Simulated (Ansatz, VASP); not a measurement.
# Ba: VASP beside Ansatz

File INCAR:

```
SYSTEM = Ba
ALGO = Normal
EDIFF = 1E-7
EDIFFG = -0.001
ENCUT = 600
GGA = PE
IBRION = 2
ISIF = 3
ISMEAR = -1
LASPH = .True.
LCHARG = .False.
LREAL = .False.
LWAVE = .False.
NELM = 60
NSW = 80
PREC = Accurate
SIGMA = 0.15
```

The input KPOINTS:

```
k-points
0
Gamma
  12 12 12
  0 0 0
```

POSCAR

```
Ba
1.0
   -2.5119562648      2.5119562648      2.5119562648
    2.5119562648     -2.5119562648      2.5119562648
    2.5119562648      2.5119562648     -2.5119562648
Ba
1
Direct
    0.0000000000      0.0000000000      0.0000000000
```

Input for Ansatz:

```yaml
crystal:
  lattice:
    - [-2.5119562648, 2.5119562648, 2.5119562648]
    - [2.5119562648, -2.5119562648, 2.5119562648]
    - [2.5119562648, 2.5119562648, -2.5119562648]
  atoms:
    - { symbol: Ba, position: [0.0, 0.0, 0.0] }
basis:
  ecutwfc: 420
kpoints:
  mp_grid: { grid: [12, 12, 12] }
hamiltonian:
  xc: pbe
  pseudopotentials: { kind: paw, azcp: { folder: soft_1 } }
scf:
  occupations: { method: fermi_dirac, width: 0.15 }
output:
  forces: true
  stress: true
  eigenvalues: true
relax:
  adjacent_minimum: "off"
  f_tol: 0.001
  max_steps: 60
  cell: { stress_tol: 0.01 }
```

Alike in both runs: task relaxation of cell and atoms; functional PBE; k mesh 12 × 12 × 12; occupations fermi-dirac, width 0.15 eV; no spin polarisation.

|  | VASP | Ansatz |
| --- | --- | --- |
| version | VASP 6.6.1 | Ansatz 0.2.0 |
| potentials or method | VASP PAW PBE potentials, release 64 (Ba_sv), cutoff 600 eV | scalar-relativistic, plane waves, PAW |
| valence electrons in the cell | 10 | 10 |

|  | VASP | Ansatz | Ansatz less VASP |
| --- | --- | --- | --- |
| gap on the k mesh at the Fermi level, each at its own relaxed structure (eV) | none | none | - |
| relaxed volume (Å³/atom) | 64.12 | 63.78 | -0.343 |
| relaxed cell length with the largest relative difference (Å) | 4.367 | 4.359 | -0.0078 |

A gap of «none» marks a metal or a gap that the smearing closes.

Spin-orbit coupling is off throughout.
